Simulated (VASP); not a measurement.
# SrTiO3 (I4/mcm) in VASP: further runs

SrTiO3 is run at these levels: PBEsol; tasks: single point.

Program: VASP 6.6.1. These are calculated values, not measurements. Logs are shortened: lines on timing, memory, paths and dates and some standing lists are left out, and cuts for length are marked.

## 1. The cell of the first run

Symmetry: I4/mcm, No. 140, tetragonal system. Conventional cell: a = 5.598 Å, b = 5.598 Å, c = 7.965 Å, α = 90.00°, β = 90.00°, γ = 90.00°. Sr (site symmetry -42m) has 12 O at 2.67 to 2.95 Å and 8 Ti at 3.43 Å within 3.5 Å. Ti (site symmetry 4/m) has 6 O at 1.99 Å within 2.6 Å. O (site symmetry 422) has 2 Ti at 1.99 Å within 2.6 Å. Within 2.6 Å of O (site symmetry m2m) lie 2 Ti at 1.99 Å.

## 2. Single point, PBEsol

The input, INCAR:

```
SYSTEM = SrTiO3
ALGO = Normal ; EDIFF = 1E-7
ENCUT = 520 ; GGA = PS
ISIF = 2 ; ISMEAR = 0
LASPH = .TRUE. ; LCHARG = .FALSE.
LREAL = .FALSE. ; LWAVE = .FALSE.
NBANDS = 51 ; NELM = 60
PREC = Accurate ; SIGMA = 0.05
```

The input, KPOINTS:

```
k-points
0
G
  8 8 8
  0 0 0
```

The input, POSCAR:

```
SrTiO3
1.0
   -2.7989605189      2.7989605189      3.9822685841
    2.7989605189     -2.7989605189      3.9822685841
    2.7989605189      2.7989605189     -3.9822685841
Sr Ti O
2 2 6
Direct
    0.7500000000      0.2500000000      0.5000000000
    0.2500000000      0.7500000000      0.5000000000
    0.0000000000      0.0000000000      0.0000000000
    0.5000000000      0.5000000000      0.0000000000
    0.2500000000      0.2500000000      0.0000000000
    0.7500000000      0.7500000000      0.0000000000
    0.7252818597      0.2252818597      0.9505637194
    0.2252818597      0.2747181403      0.5000000000
    0.2747181403      0.7747181403      0.0494362806
    0.7747181403      0.7252818597      0.5000000000
```

Potentials or basis: VASP PAW PBE potentials, release 64 (Sr_sv, Ti_sv, O).

Command:

```
> cat potpaw_PBE.64/Sr_sv/POTCAR potpaw_PBE.64/Ti_sv/POTCAR potpaw_PBE.64/O/POTCAR > POTCAR
> mpirun -np 1 vasp_std > vasp.out
```

OUTCAR:

```text
SYSTEM = SrTiO3
   EDIFF = 1E-7
   ENCUT = 520
   GGA = PS
   ISIF = 2
   ISMEAR = 0
   LASPH = .TRUE.
   LREAL = .FALSE.
   NELM = 60
   PREC = Accurate

 ion  position               nearest neighbor table
   1  0.750  0.250  0.500-   9 2.67   8 2.67  10 2.67   7 2.67   5 2.80   6 2.80   6 2.80   5 2.80
                             7 2.95   9 2.95   8 2.95  10 2.95   4 3.43   3 3.43   4 3.43   3 3.43
   2  0.250  0.750  0.500-   7 2.67   8 2.67  10 2.67   9 2.67   5 2.80   6 2.80   5 2.80   6 2.80
                             9 2.95   7 2.95  10 2.95   8 2.95   4 3.43   3 3.43   4 3.43   3 3.43
   3  0.000  0.000  0.000-   7 1.99   9 1.99   8 1.99  10 1.99   5 1.99   6 1.99   1 3.43   1 3.43
                             2 3.43   2 3.43   1 3.43   2 3.43   1 3.43   2 3.43
   4  0.500  0.500  0.000-   7 1.99   9 1.99  10 1.99   8 1.99   5 1.99   6 1.99   1 3.43   1 3.43
                             2 3.43   2 3.43   2 3.43   1 3.43   2 3.43   1 3.43
   5  0.250  0.250  0.000-   3 1.99   4 1.99   1 2.80   2 2.80   2 2.80   1 2.80
   6  0.750  0.750  0.000-   3 1.99   4 1.99   1 2.80   2 2.80   1 2.80   2 2.80
   7  0.725  0.225  0.951-   3 1.99   4 1.99   2 2.67   1 2.67   1 2.95   2 2.95
   8  0.225  0.275  0.500-   4 1.99   3 1.99   1 2.67   2 2.67   1 2.95   2 2.95
   9  0.275  0.775  0.049-   3 1.99   4 1.99   1 2.67   2 2.67   2 2.95   1 2.95
  10  0.775  0.725  0.500-   3 1.99   4 1.99   1 2.67   2 2.67   1 2.95   2 2.95

  LATTYP: Found a body centered tetragonal cell.
 ALAT       =     5.5979210378
 C/A-ratio  =     1.4227669727

  Lattice vectors:

 A1 = (  -2.7989605189,   2.7989605189,   3.9822685841)
 A2 = (   2.7989605189,  -2.7989605189,   3.9822685841)
 A3 = (   2.7989605189,   2.7989605189,  -3.9822685841)

Analysis of symmetry for initial positions (statically):
=====================================================================
 Subroutine PRICEL returns:
 Original cell was already a primitive cell.

 Routine SETGRP: Setting up the symmetry group for a
 body centered tetragonal supercell.

 Subroutine GETGRP returns: Found 16 space group operations
 (whereof  8 operations were pure point group operations)
 out of a pool of 16 trial point group operations.

The static configuration has the point symmetry C_4h.
 The point group associated with its full space group is D_4h.

Analysis of symmetry for dynamics (positions and initial velocities):
=====================================================================
 Subroutine PRICEL returns:
 Original cell was already a primitive cell.

 Routine SETGRP: Setting up the symmetry group for a
 body centered tetragonal supercell.

 Subroutine GETGRP returns: Found 16 space group operations
 (whereof  8 operations were pure point group operations)
 out of a pool of 16 trial point group operations.

The dynamic configuration has the point symmetry C_4h.
 The point group associated with its full space group is D_4h.

 Subroutine INISYM returns: Found 16 space group operations
 (whereof  8 operations are pure point group operations),
 and found     1 'primitive' translations

----------------------------------------------------------------------------------------

                                     Primitive cell

  volume of cell :     124.7912

  direct lattice vectors                    reciprocal lattice vectors
    -2.798960519  2.798960519  3.982268584     0.000000000  0.178637747  0.125556574
     2.798960519 -2.798960519  3.982268584     0.178637747  0.000000000  0.125556574
     2.798960519  2.798960519 -3.982268584     0.178637747  0.178637747  0.000000000

  length of vectors
     5.614875159  5.614875159  5.614875159     0.218348111  0.218348111  0.252631924

  position of ions in fractional coordinates (direct lattice)
     0.750000000  0.250000000  0.500000000
     0.250000000  0.750000000  0.500000000
     0.000000000  0.000000000  0.000000000
     0.500000000  0.500000000  0.000000000
     0.250000000  0.250000000  0.000000000
     0.750000000  0.750000000  0.000000000
     0.725281860  0.225281860  0.950563719
     0.225281860  0.274718140  0.500000000
     0.274718140  0.774718140  0.049436281
     0.774718140  0.725281860  0.500000000

  ion indices of the primitive-cell ions
   primitive index   ion index
                 1           1
                 2           2
                 3           3
                 4           4
                 5           5
                 6           6
                 7           7
                 8           8
                 9           9
                10          10

----------------------------------------------------------------------------------------

 KPOINTS: k-points

Automatic generation of k-mesh.
 Grid dimensions read from file:
 generate k-points for:    8    8    8

 Generating k-lattice:

  Cartesian coordinates                     Fractional coordinates (reciprocal lattice)
     0.000000000  0.022329718  0.015694572     0.125000000  0.000000000 -0.000000000
     0.022329718  0.000000000  0.015694572     0.000000000  0.125000000 -0.000000000
     0.022329718  0.022329718  0.000000000     0.000000000  0.000000000  0.125000000

  Length of vectors
     0.027293514  0.027293514  0.031578991

  Shift w.r.t. Gamma in fractional coordinates (k-lattice)
     0.000000000  0.000000000  0.000000000

 Subroutine IBZKPT returns following result:
 ===========================================

 Found     59 irreducible k-points:

 Following reciprocal coordinates:
            Coordinates               Weight
  0.000000  0.000000  0.000000      1.000000
  0.125000  0.000000  0.000000      8.000000
  0.250000  0.000000  0.000000      8.000000
  0.375000  0.000000 -0.000000      8.000000
  0.500000  0.000000  0.000000      4.000000
  0.125000  0.125000 -0.000000      8.000000
[... 16 lines left out ...]
  0.250000  0.125000  0.125000     16.000000
  0.375000  0.125000  0.125000      8.000000
 [... further k-points ...]
   k-points           NKPTS =     59   k-points in BZ     NKDIM =     59   number of bands    NBANDS=     51
   number of dos      NEDOS =    301   number of ions     NIONS =     10
   total plane-waves  NPLWV =  74088
   dimension x,y,z NGX =    42 NGY =   42 NGZ =   42
   dimension x,y,z NGXF=    84 NGYF=   84 NGZF=   84
   ions per type =               2   2   6
   NGX,Y,Z   is equivalent  to a cutoff of  12.44, 12.44, 12.44 a.u.
   NGXF,Y,Z  is equivalent  to a cutoff of  24.87, 24.87, 24.87 a.u.
 SYSTEM =  SrTiO3
   PREC   = accura    normal or accurate (medium, high low for compatibility)
   ISTART =      0    job   : 0-new  1-cont  2-samecut
   ICHARG =      2    charge: 1-file 2-atom 10-const
   ISPIN  =      1    spin polarized calculation?
   LNONCOLLINEAR =      F non collinear calculations
   LSORBIT =      F    spin-orbit coupling
   LASPH  =      T    aspherical Exc in radial PAW
   ENCUT  =  520.0 eV  38.22 Ry    6.18 a.u.  10.44 10.44 10.44*2*pi/ulx,y,z
   NELM   =     60;   NELMIN=  2; NELMDL= -5     # of ELM steps
   EDIFF  = 0.1E-06   stopping-criterion for ELM
   LREAL  =      F    real-space projection
   EDIFFG = 0.1E-05   stopping-criterion for IOM
   NSW    =      0    number of steps for IOM
   IBRION =     -1    ionic relax: 0-MD 1-quasi-New 2-CG
   NFREE  =      0    steps in history (QN), initial steepest desc. (CG)
   ISIF   =      2    stress and relaxation
   ISYM   =      2    0-nonsym 1-usesym 2-fastsym
   POTIM  = 0.5000    time-step for ionic-motion
   TEBEG  =    0.0;   TEEND  =   0.0 temperature during run
   PSTRESS=    0.0 pullay stress
   NELECT =      80.0000    total number of electrons
   NUPDOWN=      -1.0000    fix difference up-down
   EMIN   =  10.00;   EMAX   =-10.00  energy-range for DOS
   EFERMI =   0.00;   METHOD = LEGACY
   ISMEAR =     0;   SIGMA  =   0.05  broadening in eV -4-tet -1-fermi 0-gaus
   EFERMI_NEDOS =   21; number of points for ismear=-14 and -15
   IALGO  =     38    algorithm
   IMIX   =      4    mixing-type and parameters
     AMIX     =   0.40;   BMIX     =  1.00
     AMIX_MAG =   1.60;   BMIX_MAG =  1.00
  volume/ion in A,a.u.               =      12.48        84.21
  Fermi-wavevector in a.u.,A,eV,Ry     =   1.411595  2.667528 27.110977  1.992601
  Thomas-Fermi vector in A             =   2.533430
   LORBIT       =      0    0 simple, 1 ext, 2 COOP (PROOUT), +10 PAW based schemes
   GGA     = PS    functional components
   LHFCALC =     F    Hartree Fock is set to
   AEXX    =    0.0000 exact exchange contribution
   IVDW    =     0    specifies the selected vdW correction
   LEPSILON=     F    determine dielectric tensor
   LRPA    =     F    only Hartree local field effects (RPA)
 non-spin polarized calculation
 Gauss-broadening in eV      SIGMA  =   0.05
  energy-cutoff  :      520.00
  volume of cell :      124.79
 maximum number of plane-waves:      3383
 NGX is ok and might be reduce to    42
   NGX = 21   NGY = 21   NGZ = 21

 number of electron      80.0000043 magnetization

 Free energy of the ion-electron system (eV)
  ---------------------------------------------------
  ext. energy  EPLUGINS =         0.00000000
  ---------------------------------------------------
  free energy    TOTEN  =       -83.84844033 eV

  energy without entropy =      -83.84844033  energy(sigma->0) =      -83.84844033

 E-fermi :   3.8397     XC(G=0): -11.2933

 val. band max:        3.5367792048   @ k =  -0.1250   0.1250   0.0000
 cond. band min:       5.3564641895   @ k =   0.0000   0.0000   0.0000
 fundamental gap:      1.8196849846
 Fermi energy:         3.8396670660

 k-point     1 :       0.0000    0.0000    0.0000
  band No.  band energies     occupation
      1     -52.8097      2.00000
      2     -52.8061      2.00000
      3     -29.1890      2.00000
      4     -29.1866      2.00000
      5     -29.1866      2.00000
      6     -29.1387      2.00000
[... 43 lines left out ...]
     50       9.1292      0.00000
     51       9.4602      0.00000
[... 1240 lines left out ...]
     50      10.1898      0.00000
     51      10.9989      0.00000

 [... further k-points ...]
[... 5 lines left out ...]
  --------------------------------------------------------------------------------------
  -------------------------------------------------------------------------------------
  Total       -7.1200226     -7.1200226     -7.2083846      0.0000000      0.0000000      0.0000000
  in kB      -91.4129803    -91.4129803    -92.5474480      0.0000000      0.0000000      0.0000000
  external PRESSURE =     -91.7911362 kB  Pullay stress =       0.0000000 kB

 VOLUME and BASIS-vectors are now :
 -----------------------------------------------------------------------------
  energy-cutoff  :      520.00
  volume of cell :      124.79
      direct lattice vectors                 reciprocal lattice vectors
    -2.798960519  2.798960519  3.982268584     0.000000000  0.178637747  0.125556574
     2.798960519 -2.798960519  3.982268584     0.178637747  0.000000000  0.125556574
     2.798960519  2.798960519 -3.982268584     0.178637747  0.178637747  0.000000000

 POSITION                                       TOTAL-FORCE (eV/Angst)
 -----------------------------------------------------------------------------------
     -0.00000      2.79896      1.99113        -0.000000     -0.000000     -0.000000
      2.79896     -0.00000      1.99113        -0.000000     -0.000000     -0.000000
      0.00000      0.00000      0.00000        -0.000000      0.000000     -0.000000
      0.00000      0.00000      3.98227        -0.000000     -0.000000     -0.000000
      0.00000      0.00000      1.99113        -0.000000     -0.000000     -0.000000
      0.00000      0.00000      5.97340        -0.000000      0.000000     -0.000000
      1.26111      4.06007     -0.00000         0.032991      0.032991     -0.000000
      1.53785      1.26111      0.00000        -0.032991      0.032991      0.000000
      1.53785     -1.26111      3.98227        -0.032991     -0.032991      0.000000
      1.26111      1.53785      3.98227         0.032991     -0.032991      0.000000
 -----------------------------------------------------------------------------------
    total drift:                               -0.000000     -0.000000      0.000000

  FREE ENERGIE OF THE ION-ELECTRON SYSTEM (eV)
  ---------------------------------------------------
  free  energy   TOTEN  =       -83.8484403269 eV

  energy  without entropy=      -83.8484403269  energy(sigma->0) =      -83.84844033
```

It took 16 min on 1 thread of Oxide Virtual Turin-like, shared host; peak memory 0.43 GiB.

Results:

| Item | Value |
| --- | --- |
| Free energy | -83.8484 eV |
| Pressure | -9.2 GPa |
| Largest force | 0.047 eV/Å |
| Band gap on the k mesh | 1.82 eV, indirect (least direct gap 1.83 eV) |

Forces on the atoms (eV/Å):
```
Sr   0.000  0.000  0.000
Sr   0.000  0.000  0.000
Ti   0.000  0.000  0.000
Ti   0.000  0.000  0.000
O    0.000  0.000  0.000
O    0.000  0.000  0.000
O    0.033  0.033  0.000
O   -0.033  0.033  0.000
O   -0.033 -0.033  0.000
O    0.033 -0.033  0.000
```

Caveat: the PAW data sets were made with another functional, which shifts forces and pressure a little. PBEsol gaps usually lie below the measured ones, often by a third to a half.

## 3. Single point, PBEsol

This run uses another cell than the first one, of 12.85 Å³/atom, 1.030 times its volume.

The input, INCAR:

```
SYSTEM = SrTiO3
PREC = Accurate
ENCUT = 520
EDIFF = 1E-7
ISMEAR = 0
SIGMA = 0.05
LREAL = .FALSE.
LASPH = .TRUE.
NELM = 60
ALGO = Normal
ISIF = 2
LWAVE = .FALSE.
LCHARG = .FALSE.
GGA = PS
NBANDS = 51
```

The input, KPOINTS:

```
regular mesh
0
G
  8 8 8
  0 0 0
```

POSCAR: that of step 2 with these lines changed.

```diff
@@ -2,5 +2,5 @@
 1.0
-   -2.7989605189      2.7989605189      3.9822685841
-    2.7989605189     -2.7989605189      3.9822685841
-    2.7989605189      2.7989605189     -3.9822685841
+   -2.8264013083      2.8264013083      4.0213104330
+    2.8264013083     -2.8264013083      4.0213104330
+    2.8264013083      2.8264013083     -4.0213104330
 Sr Ti O
```

Potentials or basis: VASP PAW PBE potentials, release 64 (Sr_sv, Ti_sv, O).

Command:

```
> cat potpaw_PBE.64/Sr_sv/POTCAR potpaw_PBE.64/Ti_sv/POTCAR potpaw_PBE.64/O/POTCAR > POTCAR
> mpirun -np 1 vasp_std > vasp.out
```

Run time: 15 min. Hardware: 1 thread of Oxide Virtual Turin-like, shared host; peak memory 0.43 GiB.

The run converged. Its results:

| Property | Result |
| --- | --- |
| Free energy | -83.5941 eV |
| Pressure | -13.1 GPa |
| Largest force | 0.063 eV/Å |
| Band gap on the k mesh | 1.76 eV, indirect (least direct gap 1.77 eV) |

Forces in eV/Å, atoms in the order of the input:
```
Sr   0.000  0.000  0.000
Sr   0.000  0.000  0.000
Ti   0.000  0.000  0.000
Ti   0.000  0.000  0.000
O    0.000  0.000  0.000
O    0.000  0.000  0.000
O    0.044  0.044  0.000
O   -0.044  0.044  0.000
O   -0.044 -0.044  0.000
O    0.044 -0.044  0.000
```

Stress tensor (GPa, compression positive):
```
-13.03   0.00   0.00
  0.00 -13.03   0.00
  0.00   0.00 -13.22
```

Levels at points of the mesh, in eV from the valence-band top:
| k point | band 37 | band 38 | band 39 | band 40 | band 41 | band 42 | band 43 | band 44 |
| --- | --- | --- | --- | --- | --- | --- | --- | --- |
| (0.00, 0.00, 0.00) | -0.32 | -0.14 | -0.01 | -0.01 | 1.76 | 1.76 | 1.78 | 3.63 |
| (0.50, 0.00, 0.00) | -0.70 | -0.70 | -0.51 | -0.51 | 3.03 | 3.03 | 3.09 | 3.09 |
| (0.50, 0.50, 0.00) | -1.31 | -0.68 | -0.67 | -0.04 | 1.87 | 3.34 | 3.38 | 3.40 |
| (0.50, 0.50, 0.50) | -1.40 | -0.62 | -0.62 | -0.07 | 1.90 | 3.32 | 3.32 | 3.51 |

Caveat: the PAW data sets were made with another functional, which shifts forces and pressure a little.

(Part 1 of 2 ends here.)
